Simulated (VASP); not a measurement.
A run of VASP 6.6.1 is set up as follows.

Contents of INCAR:

```
ALGO = Normal
EDIFF = 1E-7
ENCUT = 520
GGA = PS
ISIF = 2
ISMEAR = 0
LASPH = True
LCHARG = False
LREAL = False
LWAVE = False
NBANDS = 12
NELM = 100
PREC = Accurate
SIGMA = 0.15
```

Contents of KPOINTS:

```
k-points
0
Gamma
  20 20 20
```

The input POSCAR:

```
Ti
1.0
    0.0000000000      2.0909000000      1.9691000000
    2.0909000000      0.0000000000      1.9691000000
    2.0909000000      2.0909000000      0.0000000000
Ti
1
Direct
    0.0000000000      0.0000000000      0.0000000000
```

Potentials or basis: VASP PAW PBE potentials, release 64 (Ti_sv).

Launch:

```console
$ cat potpaw_PBE.64/Ti_sv/POTCAR > POTCAR
$ mpirun -np 1 vasp_std > vasp.out
```

Estimate the band gap on the k mesh.

zero (bands 6 and 7 overlap by 1.32 eV).

Predict the pressure.

-3.6 GPa.

Stress tensor (GPa, compression positive):
```
-4.29  0.00  0.00
 0.00 -4.29  0.00
 0.00  0.00 -2.35
```

Caveat: the cell differs from its parent crystal (strain +0.030 along x and y, -0.030 along z); the cell stands under tension; the PAW data sets were made with another functional, which shifts forces and pressure a little.
